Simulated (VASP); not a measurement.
Set up this calculation in VASP 6.6.1, as the native input.

```
Task                   : relaxation of cell and atoms
Functional             : PBE
Potentials or basis    : VASP PAW PBE potentials, release 64 (Na_pv)
Cutoff                 : 600 eV
k mesh                 : 14 × 14 × 8
Occupations            : fermi-dirac, width 0.08 eV
Spin                   : no spin polarisation
Target pressure        : 9.4 GPa
Dipole correction      : no
Further INCAR settings : ALGO = Normal; EDIFF = 1e-07; IBRION = 2; EDIFFG = -0.005; NSW = 32; ISIF = 3
```

The structure of Na lies in POSCAR:

```
Na
1.0
    3.1762550053      0.0000000000      0.0000000000
   -1.5881275026      2.7507175235      0.0000000000
    0.0000000000      0.0000000000      5.2007437766
Na
2
Direct
    0.3333333333      0.6666666667      0.2500000000
    0.6666666667      0.3333333333      0.7500000000
```

These files were run (other wordings do the same):

INCAR

```
SYSTEM = Na
  ALGO = Normal
  EDIFF = 1E-7
  EDIFFG = -0.005
  ENCUT = 600
  GGA = PE
  IBRION = 2
  ISIF = 3
  ISMEAR = -1
  LASPH = .TRUE.
  LCHARG = .FALSE.
  LREAL = .FALSE.
  LWAVE = .FALSE.
  NELM = 100
  NSW = 32
  PREC = Accurate
  PSTRESS = 94.0
  SIGMA = 0.08
```

KPOINTS

```
k-points
0
G
  14 14 8
  0 0 0
```

Potentials or basis: VASP PAW PBE potentials, release 64 (Na_pv).

Launch:

```sh
$ cat potpaw_PBE.64/Na_pv/POTCAR > POTCAR
$ mpirun -np 1 vasp_std > vasp.out
```

Results of the run:

```json
{
  "Pressure after relaxing": "9.4 GPa",
  "Band gap on the k mesh": "zero (band 7 reaches 4.57 eV, above the bottom of band 8 at -0.83 eV)"
}
```

Caveat: the relaxation stopped at its first step, so nothing moved; the cell is relaxed towards a set pressure, so the enthalpy falls and the energy may rise.

It took 39 s on 1 thread of Intel(R) Xeon(R) Platinum 8375C CPU @ 2.90GHz (Ice Lake) (shared host), peak memory 0.2 GiB.
